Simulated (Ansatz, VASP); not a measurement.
## K: VASP beside Ansatz

```
K
1.0
    -2.69761    2.69761    2.50612
     2.69761   -2.69761    2.50612
     2.69761    2.69761   -2.50612
K
1
Direct
  0.00000 0.00000 0.00000
```

Alike in both runs: task single point; functional PBEsol; k mesh 6 × 6 × 6; occupations gaussian, width 0.1 eV; no spin polarisation.

|  | VASP | Ansatz |
| --- | --- | --- |
| version | VASP 6.6.1 | Ansatz 0.2.0 |
| potentials or method | VASP PAW PBE potentials, release 64 (K_sv), cutoff 500 eV | scalar-relativistic, plane waves, PAW |
| valence electrons in the cell | 9 | 9 |

```csv
,VASP,Ansatz,Ansatz less VASP
gap on the k mesh at the Fermi level (eV),none,none,-
pressure (GPa),-0.1,-0.1,+0.01
"traceless stress, the component that is largest in VASP (GPa)",-0.05,-0.05,0.000
```

VASP's potentials were made for PBE, not for PBEsol. A gap of «none» marks a metal or a gap that the smearing closes.
